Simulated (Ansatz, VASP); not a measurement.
Ti in VASP and in Ansatz

```xyz
1
Lattice="-1.6410 1.6410 1.6410 1.6410 -1.6410 1.6410 1.6410 1.6410 -1.6410" Properties=species:S:1:pos:R:3 pbc="T T T"
Ti    0.0000    0.0000    0.0000
```

Alike in both runs: task single point; functional PBE; k mesh 11 × 11 × 11; occupations gaussian, width 0.027 eV; no spin polarisation.

|  | VASP | Ansatz |
| --- | --- | --- |
| version | VASP 6.6.1 | Ansatz 0.2.0 |
| potentials or method | VASP PAW PBE potentials, release 64 (Ti_sv) | Ansatz PAW |
| plane-wave cutoff (eV) | 500 | 420 |
| valence electrons in the cell | 12 | 12 |

Ansatz gave:

* gap on the k mesh at the Fermi level (eV): none
* pressure (GPa): -2.8

Q: What did VASP give for the same quantities?

A: gap on the k mesh at the Fermi level (eV): none; pressure (GPa): -3.1.

A gap of «none» marks a metal or a gap that the smearing closes. With one functional, cell and mesh, what is left measures potentials, basis and numerics.
